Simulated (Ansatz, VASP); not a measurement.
**Two plane-wave programs on B**

```
CELL_PARAMETERS angstrom
1.70606 0.00000 0.00000
-0.85303 1.47749 0.00000
0.00000 0.00000 3.71471
ATOMIC_POSITIONS crystal
B 0.00000 0.00000 0.00000
```

Alike in both runs: functional r2SCAN; k mesh 36 × 36 × 16; occupations gaussian, width 0.1 eV; no spin polarisation.

Ansatz relaxed the structure, and its values are those at the end. VASP's run is a single point on that final structure, the one shown.

|  | VASP | Ansatz |
| --- | --- | --- |
| version | VASP 6.6.1 | Ansatz 0.2.0 |
| potentials or method | VASP PAW PBE potentials, release 64 (B), cutoff 520 eV | scalar-relativistic, plane waves, PAW |
| valence electrons in the cell | 3 | 3 |

Ansatz gave:

```
gap on the k mesh at the Fermi level (eV) : none
pressure (GPa)                            : 0.0
```

Task: What did VASP give for the same quantities?

Result: gap on the k mesh at the Fermi level (eV): none; pressure (GPa): 0.1.

VASP's potentials were made for PBE, not for r2SCAN. A gap of «none» marks a metal or a gap that the smearing closes.
